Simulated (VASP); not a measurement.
# CdS (Greenockite) (P6_3mc) in VASP: notebook, part 2 of 2

VASP 6.6.1. The steps go on from the part before.

### 4 Single point, LDA (in-plane strain -0.005)

Contents of INCAR:

```
PREC = Accurate
ENCUT = 520
EDIFF = 1E-6
ISMEAR = 0
SIGMA = 0.01
LREAL = F
LASPH = T
NELM = 100
ALGO = Normal
ISIF = 2
LWAVE = F
LCHARG = F
GGA = CA
NBANDS = 26
```

Contents of KPOINTS:

```
regular mesh
0
Gamma
  6 6 4
```

Contents of POSCAR:

```
CdS
1.0
    4.0531411549      0.0000000000      0.0000000000
   -2.0265705775      3.5101232053      0.0000000000
    0.0000000000      0.0000000000      6.6583554590
Cd S
2 2
Direct
    0.3333333333      0.6666666667     -0.0005275156
    0.6666666667      0.3333333333      0.4994724844
    0.3333333333      0.6666666667      0.3755275156
    0.6666666667      0.3333333333      0.8755275156
```

Potentials or basis: VASP PAW LDA potentials, release 64 (Cd, S).

Launch:

```
cat potpaw_LDA.64/Cd/POTCAR potpaw_LDA.64/S/POTCAR > POTCAR
mpirun -np 1 vasp_std > vasp.out
```

OUTCAR:

```text
PREC = Accurate
   ENCUT = 520
   EDIFF = 1E-6
   ISMEAR = 0
   LREAL = F
   LASPH = T
   NELM = 100
   ISIF = 2
   GGA = CA

 ion  position               nearest neighbor table
   1  0.333  0.667  0.999-   4 2.48   4 2.48   4 2.48   3 2.50
   2  0.667  0.333  0.499-   3 2.48   3 2.48   3 2.48   4 2.50
   3  0.333  0.667  0.376-   2 2.48   2 2.48   2 2.48   1 2.50
   4  0.667  0.333  0.876-   1 2.48   1 2.48   1 2.48   2 2.50

  LATTYP: Found a hexagonal cell.
 ALAT       =     4.0531411549
 C/A-ratio  =     1.6427642672

  Lattice vectors:

 A1 = (   4.0531411549,   0.0000000000,   0.0000000000)
 A2 = (  -2.0265705775,   3.5101232053,   0.0000000000)
 A3 = (   0.0000000000,   0.0000000000,   6.6583554590)

Analysis of symmetry for initial positions (statically):
=====================================================================
 Subroutine PRICEL returns:
 Original cell was already a primitive cell.

 Routine SETGRP: Setting up the symmetry group for a
 hexagonal supercell.

 Subroutine GETGRP returns: Found 12 space group operations
 (whereof  6 operations were pure point group operations)
 out of a pool of 24 trial point group operations.

The static configuration has the point symmetry C_3v.
 The point group associated with its full space group is C_6v.

Analysis of symmetry for dynamics (positions and initial velocities):
=====================================================================
 Subroutine PRICEL returns:
 Original cell was already a primitive cell.

 Routine SETGRP: Setting up the symmetry group for a
 hexagonal supercell.

 Subroutine GETGRP returns: Found 12 space group operations
 (whereof  6 operations were pure point group operations)
[... 116 lines left out ...]
   EMIN   =  10.00;   EMAX   =-10.00  energy-range for DOS
   EFERMI =   0.00;   METHOD = LEGACY
   ISMEAR =     0;   SIGMA  =   0.01  broadening in eV -4-tet -1-fermi 0-gaus
   EFERMI_NEDOS =   21; number of points for ismear=-14 and -15
   IALGO  =     38    algorithm
   IMIX   =      4    mixing-type and parameters
     AMIX     =   0.40;   BMIX     =  1.00
     AMIX_MAG =   1.60;   BMIX_MAG =  1.00
  volume/ion in A,a.u.               =      23.68       159.82
  Fermi-wavevector in a.u.,A,eV,Ry     =   1.185811  2.240857 19.131787  1.406147
  Thomas-Fermi vector in A             =   2.321996
   LORBIT       =      0    0 simple, 1 ext, 2 COOP (PROOUT), +10 PAW based schemes
   GGA     = CA    functional components
   LHFCALC =     F    Hartree Fock is set to
   AEXX    =    0.0000 exact exchange contribution
   IVDW    =     0    specifies the selected vdW correction
   LEPSILON=     F    determine dielectric tensor
   LRPA    =     F    only Hartree local field effects (RPA)
 non-spin polarized calculation
 Gauss-broadening in eV      SIGMA  =   0.01
  energy-cutoff  :      520.00
  volume of cell :       94.73
 maximum number of plane-waves:      2573
   NGX = 15   NGY = 15   NGZ = 25

 number of electron      36.0000023 magnetization

 Free energy of the ion-electron system (eV)
  ---------------------------------------------------
  ext. energy  EPLUGINS =         0.00000000
  ---------------------------------------------------
  free energy    TOTEN  =       -14.80951577 eV

  energy without entropy =      -14.80951577  energy(sigma->0) =      -14.80951577

 E-fermi :   1.6643     XC(G=0):  -9.7929

 val. band max:        1.5578108505   @ k =   0.0000   0.0000   0.0000
 cond. band min:       2.6155955567   @ k =   0.0000   0.0000   0.0000
 fundamental gap:      1.0577847062
 Fermi energy:         1.6642925854

 k-point     1 :       0.0000    0.0000    0.0000
  band No.  band energies     occupation
      1     -11.1136      2.00000
      2     -10.6260      2.00000
      3      -6.3977      2.00000
      4      -6.3975      2.00000
      5      -6.3975      2.00000
      6      -6.3052      2.00000
[... 598 lines left out ...]
     25      10.7213      0.00000
     26      10.7213      0.00000

------------------------ aborting loop because EDIFF is reached ----------------------------------------

  FORCE on cell =-STRESS in cart. coord.  units (eV):
  Direction    XX          YY          ZZ          XY          YZ          ZX
  --------------------------------------------------------------------------------------
  -------------------------------------------------------------------------------------
  Total        0.8128737      0.8128737      0.2066536     -0.0000000      0.0000000     -0.0000000
  in kB       13.7484130     13.7484130      3.4952032     -0.0000000      0.0000000     -0.0000000
  external PRESSURE =      10.3306764 kB  Pullay stress =       0.0000000 kB

 VOLUME and BASIS-vectors are now :
 -----------------------------------------------------------------------------
  energy-cutoff  :      520.00
  volume of cell :       94.73
      direct lattice vectors                 reciprocal lattice vectors
     4.053141155  0.000000000  0.000000000     0.246722224  0.142445142  0.000000000
    -2.026570577  3.510123205  0.000000000     0.000000000  0.284890285  0.000000000
     0.000000000  0.000000000  6.658355459     0.000000000  0.000000000  0.150187236

 POSITION                                       TOTAL-FORCE (eV/Angst)
 -----------------------------------------------------------------------------------
     -0.00000      2.34008      6.65484         0.000000     -0.000000      0.074847
      2.02657      1.17004      3.32567        -0.000000      0.000000      0.074847
     -0.00000      2.34008      2.50040         0.000000      0.000000     -0.074847
      2.02657      1.17004      5.82957        -0.000000      0.000000     -0.074847
 -----------------------------------------------------------------------------------
    total drift:                                0.000000      0.000000      0.001404

  FREE ENERGIE OF THE ION-ELECTRON SYSTEM (eV)
  ---------------------------------------------------
  free  energy   TOTEN  =       -14.8095157696 eV

  energy  without entropy=      -14.8095157696  energy(sigma->0) =      -14.80951577
```

OSZICAR:

```text
N       E                     dE             d eps       ncg     rms          rms(c)
DAV:   1     0.253634468207E+03    0.25363E+03   -0.17555E+04  1092   0.128E+03
DAV:   2    -0.206112809778E+01   -0.25570E+03   -0.24586E+03  1188   0.327E+02
DAV:   3    -0.157029936282E+02   -0.13642E+02   -0.13563E+02  1322   0.767E+01
DAV:   4    -0.158375959484E+02   -0.13460E+00   -0.13449E+00  1254   0.737E+00
DAV:   5    -0.158396110865E+02   -0.20151E-02   -0.20150E-02  1280   0.890E-01    0.127E+01
DAV:   6    -0.148599311234E+02    0.97968E+00   -0.17401E+00  1462   0.149E+01    0.965E+00
DAV:   7    -0.148254229457E+02    0.34508E-01   -0.71062E-01  1154   0.466E+00    0.359E+00
DAV:   8    -0.148110760495E+02    0.14347E-01   -0.11360E-01  1160   0.333E+00    0.581E-01
DAV:   9    -0.148097668729E+02    0.13092E-02   -0.16810E-02  1200   0.169E+00    0.161E-01
DAV:  10    -0.148094887816E+02    0.27809E-03   -0.10917E-03  1210   0.403E-01    0.769E-02
DAV:  11    -0.148095041024E+02   -0.15321E-04   -0.14749E-04  1206   0.726E-02    0.800E-02
DAV:  12    -0.148095236754E+02   -0.19573E-04   -0.68799E-05  1122   0.408E-02    0.594E-02
DAV:  13    -0.148095307336E+02   -0.70582E-05   -0.15090E-05  1142   0.356E-02    0.105E-01
DAV:  14    -0.148095184215E+02    0.12312E-04   -0.11405E-05  1120   0.240E-02    0.615E-02
DAV:  15    -0.148095163174E+02    0.21042E-05   -0.20328E-06   840   0.786E-03    0.447E-02
DAV:  16    -0.148095157696E+02    0.54782E-06   -0.13010E-07   576   0.202E-03
   1 F= -.14809516E+02 E0= -.14809516E+02  d E =-.448881E-53
```

stdout:

```text
POSCAR found type information on POSCAR CdS
 POSCAR found :  2 types and       4 ions
 scaLAPACK will be used
 LDA part: xc-table for (Slater(with rela. corr.)+CA(PZ))
 , standard interpolation
 POSCAR, INCAR and KPOINTS ok, starting setup
 FFT: planning ... GRIDC
 FFT: planning ... GRID_SOFT
 FFT: planning ... GRID
 WAVECAR not read
 entering main loop
```

Run time: 62 s. Hardware: 1 thread of Intel Xeon Platinum 8259CL at 2.50GHz (Skylake/Cascade Lake), shared host; peak memory 0.19 GiB.

Results:

```yaml
Free_energy: -14.8095 eV
Pressure: 1.0 GPa
Largest_force: 0.075 eV/Å
Band_gap_on_the_k_mesh: 1.06 eV, direct
```

Forces in eV/Å, atoms in the order of the input:
```
Cd   0.000  0.000  0.075
Cd   0.000  0.000  0.075
S    0.000  0.000 -0.075
S    0.000  0.000 -0.075
```

Caveat: the cell differs from its parent crystal (in-plane strain -0.005).

### 5 Overview

| cell | gap on the mesh (eV) | pressure (GPa) |
| --- | --- | --- |
| a = 4.033, b = 4.033, c = 6.702 Å, angles 90.0, 90.0, 120.0°, 4 atoms | 1.03 | 1.3 |
| a = 4.053, b = 4.053, c = 6.670 Å, angles 90.0, 90.0, 120.0°, 4 atoms | 1.05 | 0.9 |
| a = 4.053, b = 4.053, c = 6.658 Å, angles 90.0, 90.0, 120.0°, 4 atoms | 1.06 | 1.0 |

Alike in all rows: task single point; level LDA; potentials or basis VASP PAW LDA potentials, release 64 (Cd, S); no spin polarisation; k mesh 6 × 6 × 4; cutoff (eV) 520; smearing gaussian 0.01 eV.

Absolute energies hang on the potentials; compare differences alone.
